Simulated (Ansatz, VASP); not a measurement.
## Two plane-wave programs on Mg3Zn2O

```xyz
6
Lattice="2.6223 1.5140 3.7046 -2.6223 1.5140 3.7046 0.0000 -3.0280 3.7046" Properties=species:S:1:pos:R:3 pbc="T T T"
Mg    0.0000   -1.5140    1.8523
Mg   -1.3111    0.7570    1.8523
Mg    1.3111    0.7570    1.8523
Zn    0.0000    0.0000    6.9943
Zn    0.0000    0.0000    4.1194
O     0.0000    0.0000    0.0000
```

Change from the starting cell: species swapped into the Y2GeRh3 type (R-3m, No. 166).

Alike in both runs: task single point; functional PBE; k mesh 6 × 6 × 6; occupations gaussian, width 0.1 eV; no spin polarisation.

|  | VASP | Ansatz |
| --- | --- | --- |
| version | VASP 6.6.1 | Ansatz 0.2.0 |
| potentials or method | VASP PAW PBE potentials, release 64 (Mg, Zn, O), cutoff 520 eV | scalar-relativistic, plane waves, PAW |
| valence electrons in the cell | 36 | 60 |

|  | VASP | Ansatz | Ansatz less VASP |
| --- | --- | --- | --- |
| gap on the k mesh at the Fermi level (eV) | none | none | - |
| pressure (GPa) | 5.4 | 5.5 | +0.05 |
| traceless stress, the component that is largest in VASP (GPa) | -24.64 | -24.57 | +0.062 |
| rms of the force components (eV/Å) | 0.210 | 0.210 | +0.0003 |

Atom by atom the forces differ by 0.000 eV/Å (rms over components). A gap of «none» marks a metal or a gap that the smearing closes. VASP's potentials hold 36 valence electrons a cell and Ansatz's 60, so a difference there can come from the potentials and not from the codes.
